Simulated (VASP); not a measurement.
The system is Mg.

```
Mg
1.0
     4.55533    0.00000    0.00000
    -2.27767    3.94503    0.00000
     0.00000    0.00000    4.98816
Mg
3
Direct
  0.00000 0.50000 0.33333
  0.50000 0.50000 0.66667
  0.50000 0.00000 0.00000
```

The cell was generated, and may not be a known phase.

| Item | Value |
| --- | --- |
| Program | VASP 6.6.1 |
| Task | relaxation of cell and atoms |
| Functional | PBE |
| Potentials or basis | VASP PAW PBE potentials, release 64 (Mg) |
| Cutoff | 600 eV |
| k mesh | 12 × 12 × 10 |
| Occupations | gaussian, width 0.1 eV |
| Spin | no spin polarisation |

At the start: pressure 1.8 GPa; volume 29.88 Å³/atom.

**Question.** Where does the relaxation end?

**Answer.** Over 19 steps the energy falls by 323.9 meV/atom and the volume is 28.41 Å³/atom (-4.9 %); space group P6_422 (No. 181, to 0.1 Å) before and after.

Step by step:
```
step  energy change (eV)  largest force (eV/Å)  pressure (GPa)  volume (Å³)
   1              0.0000                0.0000            1.76        89.64
   2             -0.0338                0.0000            0.78        93.97
   3             -0.0435                0.0000           -0.13        99.07
   4             -0.0438                0.0000           -0.01        98.29
   5             -0.0438                0.0000            0.02        98.11
   6             -0.0439                0.0000            0.02        98.12
   7             -0.0443                0.0000            0.02        98.13
   8             -0.0457                0.0000            0.02        98.16
   9             -0.0499                0.0000            0.02        98.19
  10             -0.0634                0.0000            0.04        98.18
  11             -0.1263                0.0000           -0.05        97.89
  12             -0.3394                0.0000           -0.50        96.16
  13             -0.9561                0.0000           -0.75        87.59
  14             -0.7237                0.0000            3.20        81.05
  15             -0.9664                0.0000           -0.53        86.92
  16             -0.9707                0.0000           -0.29        86.29
  17             -0.9702                0.0000           -0.06        85.74
  18             -0.9694                0.0000            0.12        84.58
  19             -0.9716                0.0000            0.01        85.24
```

Final structure:
```
CELL_PARAMETERS angstrom
5.65700 0.00000 0.00000
-2.82850 4.89910 0.00000
0.00000 0.00000 3.07553
ATOMIC_POSITIONS crystal
Mg 0.00000 0.50000 0.33333
Mg 0.50000 0.50000 0.66667
Mg 0.50000 0.00000 0.00000
```

Caveat: a cell axis changed by over 15 % at a fixed basis, so the end point is rough.
